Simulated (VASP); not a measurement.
# H21C12N7 in VASP: further runs

Runs on H21C12N7. Level: PBE. Tasks: single point.

Program: VASP 6.6.1. These are calculated values, not measurements. Logs are shortened: lines on timing, memory, paths and dates and some standing lists are left out, and cuts for length are marked.

### Step 1. The cell of the first run

The cell holds a disordered packing, 40 atoms: a = 8.247 Å, b = 8.247 Å, c = 8.247 Å, α = 90.00°, β = 90.00°, γ = 90.00°.

### Step 2. Single point, PBE

The input, INCAR:

```
  PREC = Accurate
  ENCUT = 520
  EDIFF = 1E-6
  ISMEAR = -1
  SIGMA = 0.02
  LREAL = Auto
  LASPH = True
  NELM = 80
  ALGO = Normal
  ISIF = 2
  LWAVE = False
  LCHARG = False
  GGA = PE
  NBANDS = 78
```

The input, KPOINTS:

```
Automatic mesh
0
Gamma
  1 1 1
```

The input, POSCAR:

```
H21C12N7
1.0
    8.2474740000      0.0000000000      0.0000000000
    0.0000000000      8.2474740000      0.0000000000
    0.0000000000      0.0000000000      8.2474740000
N H C
7 21 12
Direct
    0.8755286770      0.8677566004      0.1377027681
    1.0013732690      0.1971391483      0.3301253208
    0.3146054174      0.5187527721      0.2450204754
    0.6965405408      0.5586316489      0.6551581733
    0.1531014223      0.7926790676      0.7992992764
    0.5354002935      0.0072264550      0.3217106232
    0.6238879929      0.1746837880      0.8391902781
    0.9072111049      0.9855744923      0.0925374242
    0.8396267754      0.8329944417      0.0279964508
    0.7489929644      0.9025915086      0.1689729486
    1.2499584721      0.3682339587      0.0758777779
    1.2456904987      0.1378967669      0.0316824279
    1.0998882809      0.2486094530     -0.0513611804
    0.5846517370      0.6114720701     -0.0265535848
    0.6748733006      0.5668887225      0.1537561683
    0.5999291419      0.3980370232      0.0409943699
    0.8842101230      0.6950370501      0.3226684922
    1.0349593100      0.6346306760      0.4817960020
    0.9550803070      0.4980191511      0.3746237939
    0.3193341379      0.5932483085      0.5031964939
    0.4569520316      0.6508901998      0.6268585994
    0.3396433866      0.5061064758      0.7122423181
    0.3723079333      0.2950115393      0.5320538143
    0.2341565430      0.1393275080      0.4944544233
    0.3917199375      0.0969387718      0.6428998746
    0.8718305750      0.2901615695      0.6020995034
    0.8147100555      0.0775388925      0.5334724305
    0.7406873911      0.2681063317      0.4670642187
    1.1769906762      0.2463663420      0.0569386457
    1.0800397795      0.2184547657      0.2112283106
    0.5811840086      0.5235299923      0.0646015980
    0.4329568059      0.5406625107      0.1684758267
    0.9041313740      0.6151459223      0.4205166333
    0.7943159324      0.5847608613      0.5472220949
    0.3286339551      0.6124905638      0.6286167134
    0.2185517651      0.7268892269      0.6987230272
    0.3560726593      0.1583393897      0.5283920871
    0.4590981433      0.0725797984      0.4212926285
    0.7817302607      0.2051415985      0.5711930708
    0.6842458673      0.2024862400      0.7156979216
```

Potentials or basis: VASP PAW PBE potentials, release 64 (N, H, C).

Started as:

```sh
$ cat potpaw_PBE.64/N/POTCAR potpaw_PBE.64/H/POTCAR potpaw_PBE.64/C/POTCAR > POTCAR
$ mpirun -np 1 vasp_gam > vasp.out
```

OUTCAR:

```text
PREC = Accurate
   ENCUT = 520
   EDIFF = 1E-6
   ISMEAR = -1
   LREAL = Auto
   LASPH = True
   NELM = 80
   ISIF = 2
   GGA = PE

 ion  position               nearest neighbor table
   1  0.876  0.868  0.138-   9 0.99   8 1.07  10 1.11
   2  0.001  0.197  0.330-  30 1.19
   3  0.315  0.519  0.245-  32 1.18
   4  0.697  0.559  0.655-  34 1.22
   5  0.153  0.793  0.799-  36 1.13
   6  0.535  0.007  0.322-  38 1.17
   7  0.624  0.175  0.839-  40 1.16
[... 19 lines left out ...]
  27  0.815  0.078  0.533-  39 1.13
  28  0.741  0.268  0.467-  39 1.06
  29  0.177  0.246  0.057-  12 1.08  13 1.10  11 1.18  30 1.52
  30  0.080  0.218  0.211-   2 1.19  29 1.52
  31  0.581  0.524  0.065-  14 1.05  16 1.06  15 1.12  32 1.50
  32  0.433  0.541  0.168-   3 1.18  31 1.50
  33  0.904  0.615  0.421-  17 1.05  19 1.12  18 1.20  34 1.41
  34  0.794  0.585  0.547-   4 1.22  33 1.41
  35  0.329  0.612  0.629-  20 1.05  21 1.10  22 1.12  36 1.43
  36  0.219  0.727  0.699-   5 1.13  35 1.43
  37  0.356  0.158  0.528-  24 1.06  25 1.11  23 1.14  38 1.42
  38  0.459  0.073  0.421-   6 1.17  37 1.42
  39  0.782  0.205  0.571-  26 1.05  28 1.06  27 1.13  40 1.44
  40  0.684  0.202  0.716-   7 1.16  39 1.44

  LATTYP: Found a simple cubic cell.
 ALAT       =     8.2474740000

  Lattice vectors:

 A1 = (   8.2474740000,   0.0000000000,   0.0000000000)
 A2 = (   0.0000000000,   8.2474740000,   0.0000000000)
 A3 = (   0.0000000000,   0.0000000000,   8.2474740000)

Analysis of symmetry for initial positions (statically):
=====================================================================
 Subroutine PRICEL returns:
 Original cell was already a primitive cell.

 Routine SETGRP: Setting up the symmetry group for a
 simple cubic supercell.

 Subroutine GETGRP returns: Found  1 space group operations
 (whereof  1 operations were pure point group operations)
 out of a pool of 48 trial point group operations.

The static configuration has the point symmetry C_1 .

Analysis of symmetry for dynamics (positions and initial velocities):
=====================================================================
 Subroutine PRICEL returns:
 Original cell was already a primitive cell.

 Routine SETGRP: Setting up the symmetry group for a
 simple cubic supercell.
[... 156 lines left out ...]
   NELM   =     80;   NELMIN=  2; NELMDL= -5     # of ELM steps
   EDIFF  = 0.1E-05   stopping-criterion for ELM
   LREAL  =      T    real-space projection
   EDIFFG = 0.1E-04   stopping-criterion for IOM
   NSW    =      0    number of steps for IOM
   IBRION =     -1    ionic relax: 0-MD 1-quasi-New 2-CG
   NFREE  =      0    steps in history (QN), initial steepest desc. (CG)
   ISIF   =      2    stress and relaxation
   ISYM   =      2    0-nonsym 1-usesym 2-fastsym
   POTIM  = 0.5000    time-step for ionic-motion
   TEBEG  =    0.0;   TEEND  =   0.0 temperature during run
   PSTRESS=    0.0 pullay stress
   NELECT =     104.0000    total number of electrons
   NUPDOWN=      -1.0000    fix difference up-down
   EMIN   =  10.00;   EMAX   =-10.00  energy-range for DOS
   EFERMI =   0.00;   METHOD = LEGACY
   ISMEAR =    -1;   SIGMA  =   0.02  broadening in eV -4-tet -1-fermi 0-gaus
   EFERMI_NEDOS =   21; number of points for ismear=-14 and -15
   IALGO  =     38    algorithm
   IMIX   =      4    mixing-type and parameters
     AMIX     =   0.40;   BMIX     =  1.00
     AMIX_MAG =   1.60;   BMIX_MAG =  1.00
  volume/ion in A,a.u.               =      14.03        94.65
  Fermi-wavevector in a.u.,A,eV,Ry     =   0.933466  1.763994 11.855546  0.871358
  Thomas-Fermi vector in A             =   2.060170
   LORBIT       =      0    0 simple, 1 ext, 2 COOP (PROOUT), +10 PAW based schemes
   GGA     = PE    functional components
   LHFCALC =     F    Hartree Fock is set to
   AEXX    =    0.0000 exact exchange contribution
   IVDW    =     0    specifies the selected vdW correction
   LEPSILON=     F    determine dielectric tensor
   LRPA    =     F    only Hartree local field effects (RPA)
 non-spin polarized calculation
  energy-cutoff  :      520.00
  volume of cell :      561.00
 maximum number of plane-waves:      7602
 NGX is ok and might be reduce to    64
   NGX = 31   NGY = 31   NGZ = 31

 number of electron     104.0000000 magnetization

 Free energy of the ion-electron system (eV)
  ---------------------------------------------------
  ext. energy  EPLUGINS =         0.00000000
  ---------------------------------------------------
  free energy    TOTEN  =      -237.53904097 eV

  energy without entropy =     -237.53904097  energy(sigma->0) =     -237.53904097

 E-fermi :  -3.2442     XC(G=0):  -6.2249

 val. band max:       -3.7523598356   @ k =   0.0000   0.0000   0.0000
 cond. band min:       1.4253561984   @ k =   0.0000   0.0000   0.0000
 fundamental gap:      5.1777160340
 Fermi energy:        -3.2441606843

 k-point     1 :       0.0000    0.0000    0.0000
  band No.  band energies     occupation
      1     -19.9848      2.00000
      2     -19.9135      2.00000
      3     -19.6209      2.00000
      4     -19.5411      2.00000
      5     -19.5112      2.00000
      6     -19.2706      2.00000
[... 56 lines left out ...]
     63       2.8377      0.00000
     64       3.0645      0.00000
 [bands above 64 left out]

------------------------ aborting loop because EDIFF is reached ----------------------------------------

  FORCE on cell =-STRESS in cart. coord.  units (eV):
  Direction    XX          YY          ZZ          XY          YZ          ZX
  --------------------------------------------------------------------------------------
  -------------------------------------------------------------------------------------
  Total        1.0692264      1.9585125      5.2902005     -0.6921852      5.9097891      3.2635266
  in kB        3.0536369      5.5933767     15.1084479     -1.9768332     16.8779500      9.3204069
  external PRESSURE =       7.9184872 kB  Pullay stress =       0.0000000 kB

 VOLUME and BASIS-vectors are now :
 -----------------------------------------------------------------------------
  energy-cutoff  :      520.00
  volume of cell :      561.00
      direct lattice vectors                 reciprocal lattice vectors
     8.247474000  0.000000000  0.000000000     0.121249246  0.000000000  0.000000000
     0.000000000  8.247474000  0.000000000     0.000000000  0.121249246  0.000000000
     0.000000000  0.000000000  8.247474000     0.000000000  0.000000000  0.121249246

 POSITION                                       TOTAL-FORCE (eV/Angst)
 -----------------------------------------------------------------------------------
      7.22090      7.15680      1.13570        -2.646901      3.056484      0.103199
      0.01133      1.62590      2.72270         1.774067      0.487745     -2.308361
      2.59470      4.27840      2.02080         1.061564      0.879048     -0.259513
      5.74470      4.60730      5.40340         3.429001      1.014028     -3.479273
      1.26270      6.53760      6.59220        -3.009388      3.057475      3.239447
      4.41570      0.05960      2.65330         0.097641     -0.268281      0.244465
[... 32 lines left out ...]
      6.44730      1.69190      4.71090        -0.371002     -1.532247      0.388757
      5.64330      1.67000      5.90270         0.117707     -0.486597     -0.887601
 -----------------------------------------------------------------------------------
    total drift:                               -0.001636     -0.011561      0.007438

  FREE ENERGIE OF THE ION-ELECTRON SYSTEM (eV)
  ---------------------------------------------------
  free  energy   TOTEN  =      -237.5390409698 eV

  energy  without entropy=     -237.5390409698  energy(sigma->0) =     -237.53904097
```

OSZICAR:

```text
N       E                     dE             d eps       ncg     rms          rms(c)
DAV:   1     0.751560661866E+03    0.75156E+03   -0.51143E+04   156   0.118E+03
DAV:   2    -0.165550662734E+03   -0.91711E+03   -0.88213E+03   194   0.278E+02
DAV:   3    -0.259739431900E+03   -0.94189E+02   -0.93480E+02   200   0.931E+01
DAV:   4    -0.262132480316E+03   -0.23930E+01   -0.23841E+01   200   0.175E+01
DAV:   5    -0.262196565564E+03   -0.64085E-01   -0.64018E-01   200   0.262E+00    0.279E+01
DAV:   6    -0.241385176122E+03    0.20811E+02   -0.43731E+01   192   0.195E+01    0.147E+01
DAV:   7    -0.238169854690E+03    0.32153E+01   -0.77746E+00   200   0.896E+00    0.777E+00
DAV:   8    -0.237572052132E+03    0.59780E+00   -0.16311E+00   192   0.451E+00    0.307E+00
DAV:   9    -0.237534324522E+03    0.37728E-01   -0.25208E-01   176   0.170E+00    0.780E-01
DAV:  10    -0.237536577124E+03   -0.22526E-02   -0.33129E-02   176   0.737E-01    0.336E-01
DAV:  11    -0.237538838730E+03   -0.22616E-02   -0.75636E-03   168   0.360E-01    0.186E-01
DAV:  12    -0.237539266102E+03   -0.42737E-03   -0.15708E-03   168   0.169E-01    0.779E-02
DAV:  13    -0.237539128141E+03    0.13796E-03   -0.49837E-04   184   0.101E-01    0.310E-02
DAV:  14    -0.237539066698E+03    0.61443E-04   -0.14043E-04   168   0.484E-02    0.168E-02
DAV:  15    -0.237539047925E+03    0.18773E-04   -0.19014E-05   184   0.202E-02    0.858E-03
DAV:  16    -0.237539042256E+03    0.56695E-05   -0.75758E-06   176   0.123E-02    0.388E-03
DAV:  17    -0.237539041163E+03    0.10928E-05   -0.26898E-06   168   0.732E-03    0.205E-03
DAV:  18    -0.237539040970E+03    0.19317E-06   -0.90771E-07   128   0.394E-03
   1 F= -.23753904E+03 E0= -.23753904E+03  d E =-.973690E-11
```

It took 1.8 min on 1 thread of Intel Xeon Platinum 8259CL at 2.50GHz (Skylake/Cascade Lake), shared host; peak memory 0.54 GiB.

Results:

```
Free energy            : -237.5390 eV
Pressure               : 0.8 GPa
Largest force          : 5.662 eV/Å
Band gap on the k mesh : 5.18 eV
```

Forces on the atoms (eV/Å):
```
N   -2.647  3.056  0.103
N    1.774  0.488 -2.308
N    1.062  0.879 -0.260
N    3.429  1.014 -3.479
N   -3.009  3.057  3.239
N    0.098 -0.268  0.244
N   -0.693  0.059  1.181
H    0.286 -1.059  1.136
H    0.126 -1.605 -1.795
H    2.061 -0.446  0.416
H   -1.139 -2.242 -0.534
H    0.969 -0.326  0.321
H   -0.509  0.505  0.200
H   -0.115  0.725 -1.798
H    0.027 -0.439 -0.601
H    0.143 -0.929 -0.767
H   -0.420  1.357 -0.895
H   -2.056  0.771 -0.726
H   -0.988 -0.059 -0.393
H   -0.930 -0.939 -1.564
H   -0.060  0.692  0.523
H   -0.531  0.158 -0.820
H    0.330 -1.238 -0.008
H   -1.490 -0.465 -0.128
H   -0.825  0.771  0.342
H    2.114  0.189  0.451
H    0.188  1.239  0.486
H   -1.375  0.209 -0.948
C   -0.527  1.131  1.444
C   -0.566 -0.014 -0.001
C   -0.564  1.205  4.121
C   -0.148 -0.913 -0.516
C    4.408 -2.204  1.761
C   -4.151 -0.488  3.820
C    1.483 -0.198  1.123
C    2.905 -2.586 -2.310
C    1.168  0.778  1.446
C    0.426  0.156 -2.008
C   -0.371 -1.532  0.389
C    0.118 -0.487 -0.888
```

Caveat: the k points lie up to 0.76 Å⁻¹ apart.

(Continued in part 2 of 2.)
